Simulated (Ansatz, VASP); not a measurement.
TaH5: VASP beside Ansatz

```
Ta H
1.0
     2.53996    1.46645    2.01487
    -2.53996    1.46645    2.01487
     0.00000   -2.93290    2.01487
Ta H
1 5
Direct
  0.69072 0.69072 0.69072
  0.57559 0.18034 0.57559
  0.57559 0.57559 0.18034
  0.18034 0.57559 0.57559
  0.14173 0.14173 0.14173
  0.01028 0.01028 0.01028
```

Alike in both runs: functional PBE; k mesh 6 × 6 × 6; occupations gaussian, width 0.1 eV; no spin polarisation.

Ansatz relaxed the structure, and its values are those at the end. VASP's run is a single point on that final structure, the one shown.

```csv
,VASP,Ansatz
version,VASP 6.6.1,Ansatz 0.2.0
potentials or method,"VASP PAW PBE potentials, release 64 (Ta_pv, H), cutoff 520 eV","scalar-relativistic, plane waves, PAW"
valence electrons in the cell,16,18
```

```tsv
	VASP	Ansatz	Ansatz less VASP
gap on the k mesh at the Fermi level (eV)	none	none	-
pressure (GPa)	-0.2	0.0	+0.11
rms of the force components (eV/Å)	0.008	0.006	-0.0025
```

A gap of «none» marks a metal or a gap that the smearing closes. The functional is the same, so the differences come from potentials, cutoffs and numerics. VASP's potentials hold 16 valence electrons a cell and Ansatz's 18, so a difference there can come from the potentials and not from the codes.

Neither program's run includes spin-orbit coupling.
